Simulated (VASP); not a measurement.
Input of a VASP 6.6.1 run:

File INCAR:

```
PREC = Accurate ; ENCUT = 520
EDIFF = 1E-6 ; ISMEAR = 0
SIGMA = 0.1 ; LREAL = F
LASPH = T ; NELM = 80
ALGO = Normal ; ISIF = 2
LWAVE = F ; LCHARG = T
GGA = PE ; LELF = T
LVHAR = T ; NBANDS = 72
```

File KPOINTS:

```
regular mesh
0
Gamma
  2 2 4
```

POSCAR

```
Sn2PbS3
1.0
    6.3417550800     -5.8504781100      0.0000000000
    6.3417550800      5.8504781100      0.0000000000
    0.0000000000      0.0000000000      4.2573951700
Sn Pb S
4 2 6
Direct
    0.0466666700      0.2866666700      0.7500000000
    0.7133333300      0.9533333300      0.7500000000
    0.2866666700      0.0466666700      0.2500000000
    0.9533333300      0.7133333300      0.2500000000
    0.3800000000      0.6200000000      0.7500000000
    0.6200000000      0.3800000000      0.2500000000
    0.1510000100      0.8489999900      0.7500000000
    0.8176666700      0.5156666600      0.7500000000
    0.4843333400      0.1823333300      0.7500000000
    0.8489999900      0.1510000100      0.2500000000
    0.5156666600      0.8176666700      0.2500000000
    0.1823333300      0.4843333400      0.2500000000
```

Potentials or basis: VASP PAW PBE potentials, release 64 (Sn_d, Pb_d, S).

Run with:

```console
$ cat potpaw_PBE.64/Sn_d/POTCAR potpaw_PBE.64/Pb_d/POTCAR potpaw_PBE.64/S/POTCAR > POTCAR
$ mpirun -np 1 vasp_std > vasp.out
```

Question: Predict the largest force.

Answer: 0.709 eV/Å.

Question: Predict the pressure.

Answer: -2.5 GPa.

Stress tensor (GPa, compression positive):
```
-3.26  0.00  0.00
 0.00 -1.37  0.00
 0.00  0.00 -2.76
```
